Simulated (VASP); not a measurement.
Write the native input for VASP 6.6.1 that does the following.

```
Task                   : relaxation of cell and atoms
Functional             : PBE
Potentials or basis    : VASP PAW PBE potentials, release 64 (Na_pv, Be)
Cutoff                 : 600 eV
k mesh                 : 10 × 10 × 10
Occupations            : gaussian, width 0.1 eV
Spin                   : no spin polarisation
Dipole correction      : no
Further INCAR settings : ALGO = Fast; EDIFF = 1e-06; IBRION = 2; EDIFFG = -0.01; NSW = 100; ISIF = 3
```

The structure of NaBe4 lies in POSCAR:

```
NaBe4
1.0
    3.9722490693      0.0000000000      0.0000000000
    0.0000000000      3.9722490693      0.0000000000
    0.0000000000      0.0000000000      3.9722490693
Na Be
1 4
Direct
    0.5000000000      0.5000000000      0.5000000000
    0.5000000000      0.0000000000      0.0000000000
    0.0000000000      0.5000000000      0.0000000000
    0.0000000000      0.0000000000      0.5000000000
    0.0000000000      0.0000000000      0.0000000000
```

The input as run:

INCAR

```
PREC = Accurate
ENCUT = 600
EDIFF = 1E-6
ISMEAR = 0
SIGMA = 0.1
LREAL = False
LASPH = True
NELM = 60
ALGO = Fast
ISIF = 3
LWAVE = False
LCHARG = False
GGA = PE
IBRION = 2
NSW = 100
EDIFFG = -0.01
```

KPOINTS

```
regular mesh
0
Gamma
  10 10 10
```

Potentials or basis: VASP PAW PBE potentials, release 64 (Na_pv, Be).

Command:

```console
$ cat potpaw_PBE.64/Na_pv/POTCAR potpaw_PBE.64/Be/POTCAR > POTCAR
$ mpirun -np 1 vasp_std > vasp.out
```

It gave:

The relaxed volume is 12.58 Å³/atom. The relaxed cell is a = 3.977 Å, b = 3.977 Å, c = 3.977 Å, α = 90.00°, β = 90.00°, γ = 90.00° and the space group after relaxing (to 0.05 Å) is Pm-3m (No. 221). The energy gained by relaxing is 0.1 meV/atom, the ionic steps are 2 and the pressure after relaxing is 0.1 GPa.

Run time: 59 s on 1 thread of Intel(R) Xeon(R) Platinum 8259CL CPU @ 2.50GHz (Skylake/Cascade Lake) (shared host), peak memory 0.2 GiB.
